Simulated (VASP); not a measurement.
# NbAs (I4_1md) in VASP: a series of runs

The runs below take NbAs through single point, with PBEsol.

All numbers are computed with VASP 6.6.1; they aren't measurements. Logs are shortened: lines on timing, memory, paths and dates and some standing lists are left out, and cuts for length are marked.

**1. The cell of the first run**

Symmetry: I4_1md, No. 109, tetragonal system. Conventional cell: a = 3.422 Å, b = 3.422 Å, c = 11.825 Å, α = 90.00°, β = 90.00°, γ = 90.00°. Nb (site symmetry 2mm) has 6 As at 2.60 to 2.63 Å and 8 Nb at 3.42 Å within 3.5 Å. As (site symmetry 2mm) has 6 Nb at 2.60 to 2.63 Å and 8 As at 3.42 Å within 3.5 Å.

**2. Single point, PBEsol (uniaxial strain along c: +2.0 %)**

File INCAR:

```
  PREC = Accurate
  ENCUT = 520
  EDIFF = 1E-7
  ISMEAR = 0
  SIGMA = 0.1
  LREAL = F
  LASPH = T
  NELM = 60
  ALGO = Normal
  ISIF = 2
  LWAVE = F
  LCHARG = F
  GGA = PS
  NBANDS = 46
```

File KPOINTS:

```
Automatic mesh
0
Gamma
  10 10 4
```

File POSCAR:

```
NbAs
1.0
    3.4221098942      0.0000000000      0.0000000000
    0.0000000000      3.4221098942      0.0000000000
    0.0000000000      0.0000000000     11.8249432902
Nb As
4 4
Direct
    0.5000000000      0.5000000000      0.9987437889
    0.5000000000      0.0000000000      0.2487437889
    0.0000000000      0.0000000000      0.4987437889
    0.0000000000      0.5000000000      0.7487437889
    0.0000000000      0.0000000000      0.9172562111
    0.0000000000      0.5000000000      0.1672562111
    0.5000000000      0.5000000000      0.4172562111
    0.5000000000      0.0000000000      0.6672562111
```

Potentials or basis: VASP PAW PBE potentials, release 64 (Nb_sv, As).

Started as:

```sh
cat potpaw_PBE.64/Nb_sv/POTCAR potpaw_PBE.64/As/POTCAR > POTCAR
mpirun -np 1 vasp_std > vasp.out
```

OUTCAR:

```text
PREC = Accurate
   ENCUT = 520
   EDIFF = 1E-7
   ISMEAR = 0
   LREAL = F
   LASPH = T
   NELM = 60
   ISIF = 2
   GGA = PS

 ion  position               nearest neighbor table
   1  0.500  0.500  0.999-   5 2.60   5 2.60   5 2.60   5 2.60   6 2.63   6 2.63
   2  0.500  0.000  0.249-   6 2.60   6 2.60   6 2.60   6 2.60   7 2.63   7 2.63
   3  0.000  0.000  0.499-   7 2.60   7 2.60   7 2.60   7 2.60   8 2.63   8 2.63
   4  0.000  0.500  0.749-   8 2.60   8 2.60   8 2.60   8 2.60   5 2.63   5 2.63
   5  0.000  0.000  0.917-   1 2.60   1 2.60   1 2.60   1 2.60   4 2.63   4 2.63
   6  0.000  0.500  0.167-   2 2.60   2 2.60   2 2.60   2 2.60   1 2.63   1 2.63
   7  0.500  0.500  0.417-   3 2.60   3 2.60   3 2.60   3 2.60   2 2.63   2 2.63
   8  0.500  0.000  0.667-   4 2.60   4 2.60   4 2.60   4 2.60   3 2.63   3 2.63

  LATTYP: Found a simple tetragonal cell.
 ALAT       =     3.4221098942
 C/A-ratio  =     3.4554539906

  Lattice vectors:

 A1 = (   3.4221098942,   0.0000000000,   0.0000000000)
 A2 = (   0.0000000000,   3.4221098942,   0.0000000000)
 A3 = (   0.0000000000,   0.0000000000,  11.8249432902)

Analysis of symmetry for initial positions (statically):
=====================================================================
 Subroutine PRICEL returns following result:

  LATTYP: Found a body centered tetragonal cell.
 ALAT       =     3.4221098942
 C/A-ratio  =     3.4554539906

  Lattice vectors:

 A1 = (  -1.7110549471,   1.7110549471,   5.9124716451)
 A2 = (   1.7110549471,  -1.7110549471,   5.9124716451)
 A3 = (   1.7110549471,   1.7110549471,  -5.9124716451)

   2 primitive cells build up your supercell.

 Routine SETGRP: Setting up the symmetry group for a
 simple tetragonal supercell.

 Subroutine GETGRP returns: Found  8 space group operations
 (whereof  4 operations were pure point group operations)
 out of a pool of 16 trial point group operations.

The static configuration has the point symmetry C_2v.
 The point group associated with its full space group is C_4v.

Analysis of symmetry for dynamics (positions and initial velocities):
=====================================================================
 Subroutine PRICEL returns following result:

  LATTYP: Found a body centered tetragonal cell.
 ALAT       =     3.4221098942
 C/A-ratio  =     3.4554539906

  Lattice vectors:

 A1 = (  -1.7110549471,   1.7110549471,   5.9124716451)
 A2 = (   1.7110549471,  -1.7110549471,   5.9124716451)
 A3 = (   1.7110549471,   1.7110549471,  -5.9124716451)

   2 primitive cells build up your supercell.

 Routine SETGRP: Setting up the symmetry group for a
 simple tetragonal supercell.

 Subroutine GETGRP returns: Found  8 space group operations
 (whereof  4 operations were pure point group operations)
 out of a pool of 16 trial point group operations.

The dynamic configuration has the point symmetry C_2v.
 The point group associated with its full space group is C_4v.

 Subroutine INISYM returns: Found  8 space group operations
 (whereof  4 operations are pure point group operations),
 and found     2 'primitive' translations

----------------------------------------------------------------------------------------

                                     Primitive cell

  volume of cell :      69.2400

  direct lattice vectors                    reciprocal lattice vectors
    -1.711054947  1.711054947  5.912471645     0.000000000  0.292217384  0.084567002
     1.711054947 -1.711054947  5.912471645     0.292217384  0.000000000  0.084567002
     1.711054947  1.711054947 -5.912471645     0.292217384  0.292217384 -0.000000000

  length of vectors
     6.388484877  6.388484877  6.388484877     0.304208115  0.304208115  0.413257787

  position of ions in fractional coordinates (direct lattice)
     0.498743789  0.498743789  1.000000000
     0.248743789  0.748743789  0.500000000
     0.917256211  0.917256211  1.000000000
     0.667256211  0.167256211  0.500000000

  ion indices of the primitive-cell ions
   primitive index   ion index
                 1           1
                 2           2
                 3           7
                 4           6

----------------------------------------------------------------------------------------

 KPOINTS: Automatic mesh

Automatic generation of k-mesh.
 Grid dimensions read from file:
 generate k-points for:   10   10    4

 Generating k-lattice:

  Cartesian coordinates                     Fractional coordinates (reciprocal lattice)
     0.029221738  0.000000000  0.000000000     0.100000000  0.000000000  0.000000000
     0.000000000  0.029221738  0.000000000     0.000000000  0.100000000  0.000000000
     0.000000000  0.000000000  0.021141750     0.000000000  0.000000000  0.250000000

  Length of vectors
     0.029221738  0.029221738  0.021141750

  Shift w.r.t. Gamma in fractional coordinates (k-lattice)
     0.000000000  0.000000000  0.000000000

 Subroutine IBZKPT returns following result:
 ===========================================

 Found     63 irreducible k-points:

 Following reciprocal coordinates:
            Coordinates               Weight
  0.000000  0.000000  0.000000      1.000000
  0.100000  0.000000  0.000000      4.000000
  0.200000  0.000000  0.000000      4.000000
  0.300000  0.000000  0.000000      4.000000
  0.400000  0.000000  0.000000      4.000000
  0.500000  0.000000  0.000000      2.000000
[... 16 lines left out ...]
  0.100000  0.000000  0.250000      8.000000
  0.200000  0.000000  0.250000      8.000000
 [... further k-points ...]
   k-points           NKPTS =     63   k-points in BZ     NKDIM =     63   number of bands    NBANDS=     46
   number of dos      NEDOS =    301   number of ions     NIONS =      8
   total plane-waves  NPLWV =  70560
   dimension x,y,z NGX =    28 NGY =   28 NGZ =   90
   dimension x,y,z NGXF=    56 NGYF=   56 NGZF=  180
   ions per type =               4   4
   NGX,Y,Z   is equivalent  to a cutoff of  13.60, 13.60, 12.65 a.u.
   NGXF,Y,Z  is equivalent  to a cutoff of  27.20, 27.20, 25.31 a.u.
 SYSTEM =  unknown system
   PREC   = accura    normal or accurate (medium, high low for compatibility)
   ISTART =      0    job   : 0-new  1-cont  2-samecut
   ICHARG =      2    charge: 1-file 2-atom 10-const
   ISPIN  =      1    spin polarized calculation?
   LNONCOLLINEAR =      F non collinear calculations
   LSORBIT =      F    spin-orbit coupling
   LASPH  =      T    aspherical Exc in radial PAW
   ENCUT  =  520.0 eV  38.22 Ry    6.18 a.u.   6.36  6.36 21.99*2*pi/ulx,y,z
   NELM   =     60;   NELMIN=  2; NELMDL= -5     # of ELM steps
   EDIFF  = 0.1E-06   stopping-criterion for ELM
   LREAL  =      F    real-space projection
   EDIFFG = 0.1E-05   stopping-criterion for IOM
   NSW    =      0    number of steps for IOM
   IBRION =     -1    ionic relax: 0-MD 1-quasi-New 2-CG
   NFREE  =      0    steps in history (QN), initial steepest desc. (CG)
   ISIF   =      2    stress and relaxation
   ISYM   =      2    0-nonsym 1-usesym 2-fastsym
   POTIM  = 0.5000    time-step for ionic-motion
   TEBEG  =    0.0;   TEEND  =   0.0 temperature during run
   PSTRESS=    0.0 pullay stress
   NELECT =      72.0000    total number of electrons
   NUPDOWN=      -1.0000    fix difference up-down
   EMIN   =  10.00;   EMAX   =-10.00  energy-range for DOS
   EFERMI =   0.00;   METHOD = LEGACY
   ISMEAR =     0;   SIGMA  =   0.10  broadening in eV -4-tet -1-fermi 0-gaus
   EFERMI_NEDOS =   21; number of points for ismear=-14 and -15
   IALGO  =     38    algorithm
   IMIX   =      4    mixing-type and parameters
     AMIX     =   0.40;   BMIX     =  1.00
     AMIX_MAG =   1.60;   BMIX_MAG =  1.00
  volume/ion in A,a.u.               =      17.31       116.81
  Fermi-wavevector in a.u.,A,eV,Ry     =   1.316406  2.487648 23.577889  1.732926
  Thomas-Fermi vector in A             =   2.446521
   LORBIT       =      0    0 simple, 1 ext, 2 COOP (PROOUT), +10 PAW based schemes
   GGA     = PS    functional components
   LHFCALC =     F    Hartree Fock is set to
   AEXX    =    0.0000 exact exchange contribution
   IVDW    =     0    specifies the selected vdW correction
   LEPSILON=     F    determine dielectric tensor
   LRPA    =     F    only Hartree local field effects (RPA)
 non-spin polarized calculation
 Gauss-broadening in eV      SIGMA  =   0.10
  energy-cutoff  :      520.00
  volume of cell :      138.48
 maximum number of plane-waves:      3776
 NGX is ok and might be reduce to    28
   NGX = 13   NGY = 13   NGZ = 43

 number of electron      71.9999997 magnetization

 Free energy of the ion-electron system (eV)
  ---------------------------------------------------
  ext. energy  EPLUGINS =         0.00000000
  ---------------------------------------------------
  free energy    TOTEN  =       -70.20918702 eV

  energy without entropy =      -70.20224003  energy(sigma->0) =      -70.20571352

 E-fermi :   9.5571     XC(G=0): -11.9840

 val. band max:        9.4749215449   @ k =   0.5000   0.0000   0.0000
 cond. band min:       9.5705221147   @ k =   0.5000   0.0000   0.0000
 fundamental gap:      0.0956005699
 Fermi energy:         9.5570819750

 k-point     1 :       0.0000    0.0000    0.0000
  band No.  band energies     occupation
      1     -45.4483      2.00000
      2     -45.4351      2.00000
      3     -45.4351      2.00000
      4     -45.4218      2.00000
      5     -21.6984      2.00000
      6     -21.5764      2.00000
[... 38 lines left out ...]
     45      12.6643      0.00000
     46      12.7253      0.00000

 k-point     2 :       0.1000    0.0000    0.0000
  band No.  band energies     occupation
      1     -45.4467      2.00000
      2     -45.4341      2.00000
      3     -45.4335      2.00000
      4     -45.4209      2.00000
      5     -21.6931      2.00000
      6     -21.6060      2.00000
[... 1070 lines left out ...]
 k-point    24 :       0.2000    0.0000    0.2500
  band No.  band energies     occupation
      1     -45.4414      2.00000
      2     -45.4351      2.00000
      3     -45.4257      2.00000
      4     -45.4193      2.00000
      5     -21.6815      2.00000
      6     -21.6678      2.00000
[... 38 lines left out ...]
     45      12.4760      0.00000
     46      12.8192      0.00000

 [... further k-points ...]

------------------------ aborting loop because EDIFF is reached ----------------------------------------

  FORCE on cell =-STRESS in cart. coord.  units (eV):
  Direction    XX          YY          ZZ          XY          YZ          ZX
  --------------------------------------------------------------------------------------
  -------------------------------------------------------------------------------------
  Total        0.2318829      0.2318829     -3.0988953      0.0000000      0.0000000      0.0000000
  in kB        2.6828252      2.6828252    -35.8534141      0.0000000      0.0000000      0.0000000
  external PRESSURE =     -10.1625879 kB  Pullay stress =       0.0000000 kB

 VOLUME and BASIS-vectors are now :
 -----------------------------------------------------------------------------
  energy-cutoff  :      520.00
  volume of cell :      138.48
      direct lattice vectors                 reciprocal lattice vectors
     3.422109894  0.000000000  0.000000000     0.292217384  0.000000000  0.000000000
     0.000000000  3.422109894  0.000000000     0.000000000  0.292217384  0.000000000
     0.000000000  0.000000000 11.824943290     0.000000000  0.000000000  0.084567002

 POSITION                                       TOTAL-FORCE (eV/Angst)
 -----------------------------------------------------------------------------------
      1.71105      1.71105     11.81009         0.000000      0.000000      0.177734
      1.71105      0.00000      2.94138         0.000000     -0.000000      0.177734
      0.00000      0.00000      5.89762        -0.000000      0.000000      0.177734
      0.00000      1.71105      8.85385        -0.000000      0.000000      0.177734
      0.00000      0.00000     10.84650        -0.000000     -0.000000     -0.177734
      0.00000      1.71105      1.97780        -0.000000     -0.000000     -0.177734
      1.71105      1.71105      4.93403        -0.000000     -0.000000     -0.177734
      1.71105      0.00000      7.89027        -0.000000     -0.000000     -0.177734
 -----------------------------------------------------------------------------------
    total drift:                               -0.000000     -0.000000      0.002032

  FREE ENERGIE OF THE ION-ELECTRON SYSTEM (eV)
  ---------------------------------------------------
  free  energy   TOTEN  =       -70.2091870229 eV

  energy  without entropy=      -70.2022400271  energy(sigma->0) =      -70.20571352
```

It took 12 min on 1 thread of Intel Xeon 8259CL, shared host; peak memory 0.46 GiB.

What came out:

| Item | Value |
| --- | --- |
| Free energy | -70.2092 eV |
| Pressure | -1.0 GPa |
| Largest force | 0.178 eV/Å |
| Band gap on the k mesh | zero (bands 36 and 37 overlap by 0.07 eV) |

Forces in eV/Å, atoms in the order of the input:
```
Nb   0.000  0.000  0.178
Nb   0.000  0.000  0.178
Nb   0.000  0.000  0.178
Nb   0.000  0.000  0.178
As   0.000  0.000 -0.178
As   0.000  0.000 -0.178
As   0.000  0.000 -0.178
As   0.000  0.000 -0.178
```

Stress tensor (GPa, compression positive):
```
 0.27  0.00  0.00
 0.00  0.27  0.00
 0.00  0.00 -3.59
```

Levels at points of the mesh, in eV from the Fermi level:
```tsv
k point	band 32	band 33	band 34	band 35	band 36	band 37	band 38	band 39	band 40	band 41
(0.00, 0.00, 0.00)	-1.82	-1.33	-1.33	-0.42	-0.42	0.80	1.04	1.04	1.32	1.96
(0.50, 0.00, 0.00)	-1.90	-1.46	-1.46	-0.08	-0.08	0.01	0.01	1.35	1.35	2.20
(0.50, 0.50, 0.00)	-2.86	-0.57	-0.57	-0.57	-0.57	2.54	2.54	2.54	2.54	2.71
(0.00, 0.00, 0.50)	-2.11	-0.85	-0.85	-0.85	-0.85	0.87	0.87	1.23	1.23	2.47
(0.50, 0.00, 0.50)	-1.83	-1.46	-1.46	-0.17	-0.17	0.11	0.11	1.22	1.22	2.18
(0.50, 0.50, 0.50)	-2.90	-0.55	-0.55	-0.55	-0.55	2.55	2.55	2.55	2.55	2.66
```

Caveat: the cell differs from its parent crystal (uniaxial strain along c: +2.0 %); the PAW data sets were made with another functional, which shifts forces and pressure a little.

(Continued in part 2 of 2.)

The gap in the log of VASP goes by the Fermi energy; the results here count the filled bands.